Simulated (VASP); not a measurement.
Nd3Si2I:

```
CELL_PARAMETERS angstrom
3.77627 0.00000 0.00000
0.00000 3.77627 0.00000
0.00000 0.00000 14.05226
ATOMIC_POSITIONS crystal
Nd 0.00000 0.00000 0.66477
Nd 0.00000 0.00000 0.33523
Nd 0.50000 0.50000 0.50000
Si 0.50000 0.50000 0.86814
Si 0.50000 0.50000 0.13186
I 0.00000 0.00000 0.00000
```

The cell was generated, and may not be a known phase.

```yaml
Program: VASP 6.6.1
Task: relaxation of cell and atoms
Functional: PBE
Potentials_or_basis: VASP PAW PBE potentials, release 64 (Nd_3, Si, I), 4f in core
Cutoff: 500 eV
k_mesh: 3 × 3 × 1
Occupations: gaussian, width 0.15 eV
Spin: no spin polarisation
```

At the start: pressure -3.8 GPa; volume 33.40 Å³/atom.

**Question.** Where does the relaxation end?

**Answer.** Over 22 steps the energy falls by 412.0 meV/atom and the volume is 28.38 Å³/atom (-15.0 %); space group P4/mmm (No. 123, to 0.1 Å) before and after.

Step by step:
```
step  energy change (eV)  largest force (eV/Å)  pressure (GPa)  volume (Å³)
   1              0.0000                1.4441           -3.78       200.39
   2             -0.6359                1.6335           -1.54       178.34
   3             -0.8687                1.7512            2.20       158.70
   4             -1.3693                1.6243            1.88       156.71
   5             -2.0686                0.1382            5.58       150.77
   6             -2.3882                0.2943            0.94       168.21
   7             -2.3902                0.3136            0.53       170.45
   8             -2.4197                0.1526            0.08       171.01
   9             -2.4282                0.1310           -0.30       171.53
  10             -2.4328                0.1415            0.02       170.12
  11             -2.4336                0.1492            0.22       169.24
  12             -2.4380                0.1325            0.15       169.61
  13             -2.4469                0.0903           -0.04       170.72
  14             -2.4523                0.0981           -0.36       172.85
  15             -2.4562                0.1264           -0.17       171.93
  16             -2.4606                0.2049            0.40       169.17
  17             -2.4625                0.1950            0.41       169.00
  18             -2.4668                0.1532            0.46       168.48
  19             -2.4628                0.1178            0.61       167.40
  20             -2.4677                0.1245            0.49       168.20
  21             -2.4709                0.0803            0.22       169.16
  22             -2.4722                0.0308           -0.07       170.26
```

Final structure:
```cif
data_structure
_symmetry_space_group_name_H-M 'P 1'
_symmetry_Int_Tables_number 1
_cell_length_a 3.6765
_cell_length_b 3.6765
_cell_length_c 12.5964
_cell_angle_alpha 90.000
_cell_angle_beta 90.000
_cell_angle_gamma 90.000
_cell_volume 170.26
loop_
_atom_site_label
_atom_site_type_symbol
_atom_site_fract_x
_atom_site_fract_y
_atom_site_fract_z
_atom_site_occupancy
Nd1 Nd 0.00000 0.00000 0.71065 1
Nd2 Nd 0.00000 0.00000 0.28935 1
Nd3 Nd 0.50000 0.50000 0.50000 1
Si1 Si 0.50000 0.50000 0.83951 1
Si2 Si 0.50000 0.50000 0.16049 1
I1 I 0.00000 0.00000 0.00000 1
```

Caveat: the k points lie up to 0.57 Å⁻¹ apart in the final cell, too coarse for converged energies and pressures of a metal; the volume moved by over 15 % at a fixed basis, so the end points are rough; the run has no spin polarisation, though such a crystal can be magnetic.
